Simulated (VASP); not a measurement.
Set up this calculation in VASP 6.6.1, as the native input.

* Task: single point
* Functional: PBE
* Potentials or basis: VASP PAW PBE potentials, release 64 (Zr_sv)
* Cutoff: 520 eV
* k mesh: 8 × 8 × 8
* Occupations: fermi-dirac, width 0.05 eV
* Spin: no spin polarisation
* Dipole correction: no
* Further INCAR settings: ALGO = Normal; EDIFF = 1e-07; NBANDS = 12

The structure of Zr lies in POSCAR:

```
Zr
1.0
   -1.8100000000      1.8100000000      1.8100000000
    1.8100000000     -1.8100000000      1.8100000000
    1.8100000000      1.8100000000     -1.8100000000
Zr
1
Direct
    0.0000000000      0.0000000000      0.0000000000
```

These files were run (other wordings do the same):

INCAR

```
PREC = Accurate
ENCUT = 520
EDIFF = 1E-7
ISMEAR = -1
SIGMA = 0.05
LREAL = False
LASPH = True
NELM = 60
ALGO = Normal
ISIF = 2
LWAVE = False
LCHARG = False
GGA = PE
NBANDS = 12
```

KPOINTS

```
Automatic mesh
0
Gamma
  8 8 8
```

Potentials or basis: VASP PAW PBE potentials, release 64 (Zr_sv).

The run is started by

```bash
$ cat potpaw_PBE.64/Zr_sv/POTCAR > POTCAR
$ mpirun -np 1 vasp_std > vasp.out
```

It gave:

The pressure is -2.7 GPa. The band gap on the k mesh is zero (band 6 reaches 9.62 eV, above the bottom of band 7 at 7.98 eV).

Wall time 15 s on 1 thread of AMD EPYC 7R13, with other jobs on the host, peak memory 0.11 GiB.
